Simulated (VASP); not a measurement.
Runs of VASP 6.6.1 on Au. The structure is that of space group Fm-3m (No. 225), or close to it. The cells are those of the table. 

```csv
cell,gap on the mesh (eV),pressure (GPa)
"a = 2.839 Å, angles 60.0°, 1 atom",none,16.8
"a = 2.916 Å, angles 60.0°, 1 atom",none,0.9
"a = 2.934 Å, angles 60.0°, 1 atom",none,(b)
"a = 2.878 Å, angles 60.0°, 1 atom",none,(a)
"a = 2.897 Å, angles 60.0°, 1 atom",none,4.1
"a = 2.819 Å, angles 60.0°, 1 atom",none,22.2
"a = 2.859 Å, angles 60.0°, 1 atom",none,12.0
```

Alike in all rows: task single point; level r2SCAN; potentials or basis VASP PAW PBE potentials, release 64 (Au); no spin polarisation; k mesh 10 × 10 × 10; cutoff (eV) 550; smearing fermi-dirac 0.1 eV.

Q: Fill in the values left out.

A: (a) 7.8; (b) -2.0.

Caveats: the PAW data sets were made with another functional, which shifts forces and pressure a little; spin-orbit coupling is left out, which moves the levels of the heavy elements.

A k mesh can miss the band edges, and the runs leave out spin-orbit coupling on Au.

A gap of «none» marks levels without a gap at the run's occupations.
